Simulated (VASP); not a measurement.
A run of VASP 6.6.1:

File INCAR:

```
SYSTEM = TiTe2
PREC = Accurate ; ENCUT = 520
EDIFF = 1E-6 ; ISMEAR = -1
SIGMA = 0.02 ; LREAL = .FALSE.
LASPH = .TRUE. ; NELM = 60
ALGO = Normal ; ISIF = 2
LWAVE = .FALSE. ; LCHARG = .FALSE.
GGA = PS ; NBANDS = 19
```

The input KPOINTS:

```
Automatic mesh
0
G
  6 6 6
  0 0 0
```

POSCAR

```
TiTe2
1.0
    0.0000000000      3.3795032317      3.3795032317
    3.3795032317      0.0000000000      3.3795032317
    3.3795032317      3.3795032317      0.0000000000
Ti Te
1 2
Direct
    0.0000000000      0.0000000000      0.0000000000
    0.2500000000      0.2500000000      0.2500000000
    0.7500000000      0.7500000000      0.7500000000
```

Potentials or basis: VASP PAW PBE potentials, release 64 (Ti_sv, Te).

The run is started by

```console
$ cat potpaw_PBE.64/Ti_sv/POTCAR potpaw_PBE.64/Te/POTCAR > POTCAR
$ mpirun -np 1 vasp_std > vasp.out
```

Hardware: 1 thread of Intel(R) Xeon(R) 6975P-C (Granite Rapids), on a shared host.

**Question.** Estimate the wall time of this run.

**Answer.** Run time: 12 s on 1 thread of Intel(R) Xeon(R) 6975P-C (Granite Rapids) (shared host), peak memory 0.2 GiB. Counts: scf iterations 15, k points 16.
